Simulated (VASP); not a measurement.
# AlNi (Cmmm) in VASP: a series of runs

Runs on AlNi. Level: r2SCAN. Tasks: single point.

Program: VASP 6.6.1. These are calculated values, not measurements. Logs are shortened: lines on timing, memory, paths and dates and some standing lists are left out, and cuts for length are marked.

## 1. The cell of the first run

The structure is orthorhombic, space group Cmmm (No. 65). Conventional cell: a = 3.877 Å, b = 3.906 Å, c = 3.099 Å, α = 90.00°, β = 90.00°, γ = 90.00°. Within 3.3 Å of Al (site symmetry mmm) lie 8 Ni at 2.48 to 2.49 Å and 6 Al at 2.75 to 3.10 Å. Ni (site symmetry mmm) has 8 Al at 2.48 to 2.49 Å and 6 Ni at 2.75 to 3.10 Å within 3.3 Å.

## 2. Single point, r2SCAN, collinear spin, ferromagnetic start

Input file POSCAR:

```
AlNi
1.0
    1.9386940000     -1.9531900000      0.0000000000
    1.9386940000      1.9531900000      0.0000000000
    0.0000000000      0.0000000000      3.0994300000
Al Ni
1 1
Direct
    0.0000000000      0.0000000000      0.0000000000
    0.5000000000      0.5000000000      0.5000000000
```

Input file INCAR.step1:

```
SYSTEM = AlNi
ALGO     = Normal         ! electronic algorithm
EDIFF    = 1E-4           ! SCF threshold, eV
ENCUT    = 520            ! plane-wave cutoff, eV
GGA      = PE             ! functional
ISMEAR   = -1             ! smearing method
ISPIN    = 2              ! spin polarisation
LASPH    = .TRUE.         ! aspherical terms in the spheres
LCHARG   = .FALSE.        ! write CHGCAR
LMAXMIX  = 4              ! l up to which the mixer works
LREAL    = .FALSE.        ! projectors in reciprocal space
LWAVE    = .TRUE.         ! write WAVECAR
MAGMOM   = 0 2            ! initial moments
NBANDS   = 18             ! bands
NELM     = 150            ! most SCF steps
PREC     = Accurate       ! precision mode
SIGMA    = 0.15           ! smearing width, eV
```

Input file INCAR.step2:

```
SYSTEM = AlNi
ALGO     = Normal         ! electronic algorithm
EDIFF    = 1E-6           ! SCF threshold, eV
ENCUT    = 520            ! plane-wave cutoff, eV
ISIF     = 2              ! what is computed and relaxed
ISMEAR   = -1             ! smearing method
ISPIN    = 2              ! spin polarisation
ISTART   = 1            
LASPH    = .TRUE.         ! aspherical terms in the spheres
LCHARG   = .TRUE.         ! write CHGCAR
LELF     = .TRUE.         ! ELF
LMAXMIX  = 4              ! l up to which the mixer works
LMIXTAU  = .TRUE.       
LORBIT   = 11             ! projections on sites
LREAL    = .FALSE.        ! projectors in reciprocal space
LVHAR    = .TRUE.       
LWAVE    = .FALSE.        ! write WAVECAR
MAGMOM   = 0 2            ! initial moments
METAGGA  = R2SCAN         ! meta-GGA
NBANDS   = 18             ! bands
NELM     = 150            ! most SCF steps
PREC     = Accurate       ! precision mode
SIGMA    = 0.15           ! smearing width, eV
```

Input file KPOINTS:

```
k-points
0
G
  8 8 7
  0 0 0
```

Potentials or basis: VASP PAW PBE potentials, release 64 (Al, Ni).

On the command line:

```bash
cat potpaw_PBE.64/Al/POTCAR potpaw_PBE.64/Ni/POTCAR > POTCAR
cp INCAR.step1 INCAR
mpirun -np 1 vasp_std > vasp.out
cp INCAR.step2 INCAR
mpirun -np 1 vasp_std > vasp.out
```

OUTCAR:

```text
SYSTEM = AlNi
   EDIFF = 1E-6
   ENCUT = 520
   ISIF = 2
   ISMEAR = -1
   ISPIN = 2
   ISTART = 1
   LASPH = .TRUE.
   LORBIT = 11
   LREAL = .FALSE.
   METAGGA = R2SCAN
   NELM = 150
   PREC = Accurate

 ion  position               nearest neighbor table
   1  0.000  0.000  0.000-   2 2.48   2 2.48   2 2.48   2 2.48   2 2.49   2 2.49   2 2.49   2 2.49

   2  0.500  0.500  0.500-   1 2.48   1 2.48   1 2.48   1 2.48   1 2.49   1 2.49   1 2.49   1 2.49

  LATTYP: Found a base centered orthorhombic cell.
 ALAT       =     3.8773880000
 B/A-ratio  =     1.0074771986
 C/A-ratio  =     0.7993602910

  Lattice vectors:

 A1 = (   1.9386940000,  -1.9531900000,   0.0000000000)
 A2 = (   1.9386940000,   1.9531900000,   0.0000000000)
 A3 = (   0.0000000000,   0.0000000000,   3.0994300000)

Analysis of symmetry for initial positions (statically):
=====================================================================
 Subroutine PRICEL returns:
 Original cell was already a primitive cell.

 Routine SETGRP: Setting up the symmetry group for a
 base centered orthorhombic supercell.

 Subroutine GETGRP returns: Found  8 space group operations
 (whereof  8 operations were pure point group operations)
 out of a pool of  8 trial point group operations.

The static configuration has the point symmetry D_2h.

Analysis of symmetry for dynamics (positions and initial velocities):
=====================================================================
 Subroutine PRICEL returns:
 Original cell was already a primitive cell.

 Routine SETGRP: Setting up the symmetry group for a
 base centered orthorhombic supercell.

 Subroutine GETGRP returns: Found  8 space group operations
 (whereof  8 operations were pure point group operations)
 out of a pool of  8 trial point group operations.

The dynamic configuration has the point symmetry D_2h.

Analysis of structural, dynamic, and magnetic symmetry:
=====================================================================
 Subroutine PRICEL returns:
 Original cell was already a primitive cell.

 Routine SETGRP: Setting up the symmetry group for a
 base centered orthorhombic supercell.

 Subroutine GETGRP returns: Found  8 space group operations
 (whereof  8 operations were pure point group operations)
 out of a pool of  8 trial point group operations.

The overall configuration has the point symmetry D_2h.

 Subroutine INISYM returns: Found  8 space group operations
 (whereof  8 operations are pure point group operations),
[... 110 lines left out ...]
   EFERMI =   0.00;   METHOD = LEGACY
   ISMEAR =    -1;   SIGMA  =   0.15  broadening in eV -4-tet -1-fermi 0-gaus
   EFERMI_NEDOS =   21; number of points for ismear=-14 and -15
   IALGO  =     38    algorithm
   IMIX   =      4    mixing-type and parameters
     AMIX     =   0.40;   BMIX     =  1.00
     AMIX_MAG =   1.60;   BMIX_MAG =  1.00
  volume/ion in A,a.u.               =      11.74        79.20
  Fermi-wavevector in a.u.,A,eV,Ry     =   1.344417  2.540580 24.591957  1.807458
  Thomas-Fermi vector in A             =   2.472413
   LORBIT       =     11    0 simple, 1 ext, 2 COOP (PROOUT), +10 PAW based schemes
   METAGGA = R2SCAN    functional components
   LHFCALC =     F    Hartree Fock is set to
   AEXX    =    0.0000 exact exchange contribution
   IVDW    =     0    specifies the selected vdW correction
   LEPSILON=     F    determine dielectric tensor
   LRPA    =     F    only Hartree local field effects (RPA)
 spin polarized calculation
  energy-cutoff  :      520.00
  volume of cell :       23.47
 maximum number of plane-waves:       646
   NGX = 11   NGY = 11   NGZ = 11

 number of electron      13.0000021 magnetization       0.0000042

 Free energy of the ion-electron system (eV)
  ---------------------------------------------------
  ext. energy  EPLUGINS =         0.00000000
  ---------------------------------------------------
  free energy    TOTEN  =       -20.04709532 eV

  energy without entropy =      -19.97536329  energy(sigma->0) =      -20.01122930

 E-fermi :  10.1501     XC(G=0): -13.1133

 val. band max:       10.1498459194   @ k =   0.3750   0.1250   0.0000
 cond. band min:      10.1574825460   @ k =  -0.3750   0.1250   0.0000
 fundamental gap:      0.0076366266
 Fermi energy:        10.1501437207

 spin component 1

 k-point     1 :       0.0000    0.0000    0.0000
  band No.  band energies     occupation
      1      -1.7334      1.00000
      2       6.5468      1.00000
      3       6.7420      1.00000
      4       8.3903      0.99999
      5       8.4097      0.99999
      6       8.6451      0.99996
[... 493 lines left out ...]
     17      31.8695      0.00000
     18      35.6892      0.00000

 [... further k-points ...]

 spin component 2

 k-point     1 :       0.0000    0.0000    0.0000
  band No.  band energies     occupation
      1      -1.7334      1.00000
      2       6.5468      1.00000
      3       6.7421      1.00000
      4       8.3903      0.99999
      5       8.4097      0.99999
      6       8.6451      0.99996
[... 493 lines left out ...]
     17      31.8695      0.00000
     18      35.6892      0.00000

 [... further k-points ...]
[... 5 lines left out ...]
  --------------------------------------------------------------------------------------
  -------------------------------------------------------------------------------------
  Total        0.5193543      0.2782446     -0.4905619      0.0000000      0.0000000      0.0000000
  in kB       35.4493880     18.9920470    -33.4841136      0.0000000      0.0000000      0.0000000
  external PRESSURE =       6.9857738 kB  Pullay stress =       0.0000000 kB

 VOLUME and BASIS-vectors are now :
 -----------------------------------------------------------------------------
  energy-cutoff  :      520.00
  volume of cell :       23.47
      direct lattice vectors                 reciprocal lattice vectors
     1.938694000 -1.953190000  0.000000000     0.257905580 -0.255991481  0.000000000
     1.938694000  1.953190000  0.000000000     0.257905580  0.255991481  0.000000000
     0.000000000  0.000000000  3.099430000     0.000000000  0.000000000  0.322639969

 POSITION                                       TOTAL-FORCE (eV/Angst)
 -----------------------------------------------------------------------------------
      0.00000      0.00000      0.00000         0.000000     -0.000000      0.000000
      1.93869      0.00000      1.54971         0.000000      0.000000      0.000000
 -----------------------------------------------------------------------------------
    total drift:                                0.000000      0.000000      0.000000

  FREE ENERGIE OF THE ION-ELECTRON SYSTEM (eV)
  ---------------------------------------------------
  free  energy   TOTEN  =       -20.0470953184 eV

  energy  without entropy=      -19.9753632903  energy(sigma->0) =      -20.01122930

 total charge

# of ion       s       p       d       tot
------------------------------------------
    1        0.386   0.437   0.000   0.823
    2        0.496   0.563   8.478   9.537
--------------------------------------------------
tot          0.882   1.001   8.478  10.360

 magnetization (x)

# of ion       s       p       d       tot
------------------------------------------
    1        0.000   0.000   0.000   0.000
    2        0.000   0.000   0.000   0.000
--------------------------------------------------
tot          0.000   0.000   0.000   0.000
```

OSZICAR.step1:

```text
N       E                     dE             d eps       ncg     rms          rms(c)
DAV:   1     0.463113135000E+02    0.46311E+02   -0.50843E+03  6176   0.773E+02
DAV:   2    -0.906991273304E+01   -0.55381E+02   -0.48765E+02  6652   0.163E+02
DAV:   3    -0.116977144904E+02   -0.26278E+01   -0.25787E+01  7234   0.365E+01
DAV:   4    -0.117315199677E+02   -0.33805E-01   -0.33773E-01  7034   0.370E+00
DAV:   5    -0.117322732533E+02   -0.75329E-03   -0.75322E-03  7218   0.603E-01    0.146E+01
DAV:   6    -0.143911347974E+02   -0.26589E+01   -0.45591E+01  6802   0.798E+01    0.177E+01
DAV:   7    -0.105326318792E+02    0.38585E+01   -0.13722E+01  6794   0.467E+01    0.152E+00
DAV:   8    -0.105231731511E+02    0.94587E-02   -0.33522E-01  7912   0.546E+00    0.118E+00
DAV:   9    -0.105100903444E+02    0.13083E-01   -0.57592E-02  7698   0.225E+00    0.624E-01
DAV:  10    -0.105102438223E+02   -0.15348E-03   -0.12661E-03  7844   0.347E-01    0.240E-01
DAV:  11    -0.105102708911E+02   -0.27069E-04   -0.17253E-03  6748   0.355E-01    0.615E-02
DAV:  12    -0.105102820439E+02   -0.11153E-04   -0.47060E-05  3724   0.625E-02
   1 F= -.10510282E+02 E0= -.10473251E+02  d E =-.740618E-01  mag=    -0.0021
```

Run time: 4.2 min. Hardware: 1 thread of Intel Xeon 8259CL, shared host; peak memory 0.18 GiB.

Results:

```
Free energy                                           : -20.0471 eV
Pressure                                              : 0.7 GPa
Net moment                                            : 0.00 μB per cell
Valence electrons inside the program's atomic spheres : Al 0.82; Ni 9.54
```

Stress tensor (GPa, compression positive):
```
 3.54  0.00  0.00
 0.00  1.90  0.00
 0.00  0.00 -3.35
```

Caveat: the starting moments collapsed, and a magnetic state may lie lower; the PAW data sets were made with another functional, which shifts forces and pressure a little.

## 3. Single point, r2SCAN, collinear spin, ferromagnetic start

POSCAR is that of step 2.

Input file INCAR.step1:

```
  ALGO = Normal
  EDIFF = 1E-4
  ENCUT = 520
  GGA = PE
  ISMEAR = -1
  ISPIN = 2
  LASPH = True
  LCHARG = False
  LMAXMIX = 4
  LREAL = False
  LWAVE = True
  MAGMOM = 0 2
  NBANDS = 18
  NELM = 150
  PREC = Accurate
  SIGMA = 0.15
```

Input file INCAR.step2:

```
  ALGO = Normal
  EDIFF = 1E-7
  ENCUT = 520
  ISIF = 2
  ISMEAR = -1
  ISPIN = 2
  ISTART = 1
  LASPH = True
  LCHARG = False
  LMAXMIX = 4
  LMIXTAU = True
  LORBIT = 11
  LREAL = False
  LWAVE = False
  MAGMOM = 0 2
  METAGGA = R2SCAN
  NBANDS = 18
  NELM = 150
  PREC = Accurate
  SIGMA = 0.15
```

Input file KPOINTS:

```
k-points
0
Gamma
  8 8 7
```

Potentials or basis: VASP PAW PBE potentials, release 64 (Al, Ni).

On the command line:

```bash
cat potpaw_PBE.64/Al/POTCAR potpaw_PBE.64/Ni/POTCAR > POTCAR
cp INCAR.step1 INCAR
mpirun -np 1 vasp_std > vasp.out
cp INCAR.step2 INCAR
mpirun -np 1 vasp_std > vasp.out
```

It took 4.6 min on 1 thread of Intel Xeon 8259CL, shared host; peak memory 0.19 GiB.

It converged, with:

```yaml
Free_energy: -20.0471 eV
Pressure: 0.6 GPa
Net_moment: 0.00 μB per cell
Valence_electrons_inside_the_program's_atomic_spheres: Al 0.82; Ni 9.54
```

Stress tensor (GPa, compression positive):
```
 3.49  0.00  0.00
 0.00  1.85  0.00
 0.00  0.00 -3.40
```

Levels at points of the mesh, in eV from the Fermi level:
Spin up:
| k point | band 4 | band 5 | band 6 | band 7 | band 8 | band 9 |
| --- | --- | --- | --- | --- | --- | --- |
| (0.00, 0.00, 0.00) | -1.76 | -1.74 | -1.51 | 3.14 | 7.39 | 7.52 |
| (0.50, 0.00, 0.00) | -2.89 | -2.24 | -1.62 | -0.39 | 8.18 | 8.29 |
| (0.50, 0.50, 0.00) | -2.58 | -2.58 | -2.50 | -0.89 | 2.31 | 3.51 |
Spin down:
```
           k point  band 3  band 4  band 5  band 6  band 7  band 8  band 9  band 10
(0.00, 0.00, 0.00)   -3.41   -1.76   -1.74   -1.51    3.14    7.39    7.52     7.57
(0.50, 0.00, 0.00)   -2.92   -2.89   -2.24   -1.62   -0.39    8.18    8.29     9.95
(0.50, 0.50, 0.00)   -2.63   -2.58   -2.58   -2.50   -0.89    2.31    3.51    11.66
```

Caveat: the starting moments collapsed, and a magnetic state may lie lower; the PAW data sets were made with another functional, which shifts forces and pressure a little.
